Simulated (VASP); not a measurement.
Here is a VASP 6.6.1 calculation.

INCAR

```
SYSTEM = W
  PREC = Accurate
  ENCUT = 500
  EDIFF = 1E-6
  ISMEAR = 0
  SIGMA = 0.15
  LREAL = .FALSE.
  LASPH = .TRUE.
  NELM = 120
  ALGO = Normal
  ISIF = 2
  LWAVE = .FALSE.
  LCHARG = .FALSE.
  GGA = PS
  NBANDS = 13
  GGA_COMPAT = .FALSE.
```

File KPOINTS:

```
Automatic mesh
0
G
  22 22 22
  0 0 0
```

POSCAR

```
W
1.0
    0.0000000000      2.2113960898      1.5030859222
    2.2113960898      0.0000000000      1.5030859222
    2.2113960898      2.2113960898      0.0000000000
W
1
Direct
    0.0000000000      0.0000000000      0.0000000000
```

Potentials or basis: VASP PAW PBE potentials, release 64 (W_sv).

The run is started by

```bash
$ cat potpaw_PBE.64/W_sv/POTCAR > POTCAR
$ mpirun -np 1 vasp_std > vasp.out
```

Question: What does it give for the pressure?

Answer: 25.4 GPa.

Question: Predict the band gap on the k mesh.

Answer: Zero (band 7 reaches 18.09 eV, above the bottom of band 8 at 11.07 eV).

Stress tensor (GPa, compression positive):
```
20.39  0.00  0.00
 0.00 20.39  0.00
 0.00  0.00 35.30
```

Caveat: the PAW data sets were made with another functional, which shifts forces and pressure a little; spin-orbit coupling is left out, which moves the levels of the heavy elements.
